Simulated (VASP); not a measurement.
The system is SiC.

```
Si C
1.0
     3.09474    0.00000    0.00000
    -1.54737    2.68012    0.00000
     0.00000    0.00000   15.18813
Si C
6 6
Cartesian
  0.0000 1.7867 2.1611
  1.5474 0.8934 9.7551
  0.0000 0.0000 7.2223
  0.0000 0.0000 14.8163
  1.5474 0.8934 4.6897
  0.0000 1.7867 12.2838
  0.0000 0.0000 5.3182
  0.0000 0.0000 12.9123
  0.0000 1.7867 0.2630
  1.5474 0.8934 7.8571
  1.5474 0.8934 2.7917
  0.0000 1.7867 10.3857
```

Base run:

* Program: VASP 6.6.1
* Functional: r2SCAN
* Potentials or basis: VASP PAW PBE potentials, release 64 (Si, C)
* Cutoff: 520 eV
* k mesh: 12 × 12 × 2
* Occupations: gaussian, width 0.02 eV
* Spin: no spin polarisation

Its results: band gap on the k mesh 2.40 eV (least direct gap 3.55 eV); pressure -3.7 GPa; largest force 0.008 eV/Å.

Task: The run is repeated on the same cell with these changes: functional from r2SCAN to PBE; further incar settings from ALGO = Normal; EDIFF = 1e-07; NBANDS = 36 to ALGO = Normal; EDIFF = 1e-06; NBANDS = 36. What comes out?

Result: Band gap on the k mesh 2.03 eV (least direct gap 3.12 eV); pressure 0.0 GPa; largest force 0.006 eV/Å.

Caveats: the cell stands under tension (at least some runs); the PAW data sets were made with another functional, which shifts forces and pressure a little (at least some runs).

A k mesh can miss the band edges.
